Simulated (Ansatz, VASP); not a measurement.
**Two plane-wave programs on LiCl**

The input POSCAR:

```
LiCl
1.0
    0.0405557869      2.5965927795      2.5965927795
    2.5965927795      0.0405557869      2.5965927795
    2.5965927795      2.5965927795      0.0405557869
Li Cl
1 1
Direct
    0.0000000000      0.0000000000      0.0000000000
    0.5000000000      0.5000000000      0.5000000000
```

Contents of INCAR.step1:

```
  PREC = Accurate
  ENCUT = 520
  EDIFF = 1E-5
  ISMEAR = 0
  SIGMA = 0.01
  LREAL = F
  LASPH = T
  NELM = 80
  ALGO = Normal
  ISIF = 2
  LWAVE = T
  GGA = PE
  NBANDS = 12
```

INCAR.step2

```
  PREC = Accurate
  ENCUT = 520
  EDIFF = 1E-6
  ISMEAR = 0
  SIGMA = 0.01
  LREAL = F
  LASPH = T
  NELM = 80
  ALGO = Normal
  ISIF = 2
  LWAVE = F
  LCHARG = T
  GGA = PE
  LHFCALC = T
  HFSCREEN = 0.2079
  PRECFOCK = Normal
  LELF = T
  LVHAR = T
  ISTART = 1
  NBANDS = 12
```

Contents of KPOINTS:

```
regular mesh
0
Gamma
  6 6 6
```

Input for Ansatz:

```yaml
crystal:
  lattice:
    - [0.0405557869, 2.5965927795, 2.5965927795]
    - [2.5965927795, 0.0405557869, 2.5965927795]
    - [2.5965927795, 2.5965927795, 0.0405557869]
  atoms:
    - { symbol: Li, position: [0.0, 0.0, 0.0] }
    - { symbol: Cl, position: [0.5, 0.5, 0.5] }
kpoints:
  mp_grid: { grid: [6, 6, 6] }
  band_path:
    path:
      - [0.0, 0.0, 0.0]
      - [0.5, 0.0, 0.5]
      - [0.625, 0.25, 0.625]
      - [0.375, 0.375, 0.75]
      - [0.5, 0.5, 0.5]
      - [0.5, 0.25, 0.75]
      - [0.0625, 0.0625, 0.119792]
    npoints: 1
hamiltonian:
  xc: hse06
scf:
  occupations: { method: fixed }
  n_extra_bands: 4
output:
  forces: true
  stress: true
  eigenvalues: true
  write_density: true
  write_potential: true
  elf: true
  volumetric_format: npy
```

Change from the starting cell: shear_111 strain +2.4%.

Alike in both runs: task single point; functional HSE06; k mesh 6 × 6 × 6; no spin polarisation.

|  | VASP | Ansatz |
| --- | --- | --- |
| version | VASP 6.6.1 | Ansatz 0.2.0 |
| potentials or method | VASP PAW PBE potentials, release 64 (Li_sv, Cl) | plane waves, PAW |
| plane-wave cutoff (eV) | 520 | 420 |
| occupations | gaussian, width 0.01 eV | fixed |
| valence electrons in the cell | 10 | 10 |

Ansatz gave:

```
gap on the k mesh at the Fermi level (eV) : 7.59
```

Question: Estimate VASP's values.

Answer: gap on the k mesh at the Fermi level (eV): 7.60.

Ansatz's warnings: stress exchange threshold loose, stress scf threshold loose.

Noted on VASP's run: the cutoff is under 1.25 times that of the potentials, so the pressure is a little rough.
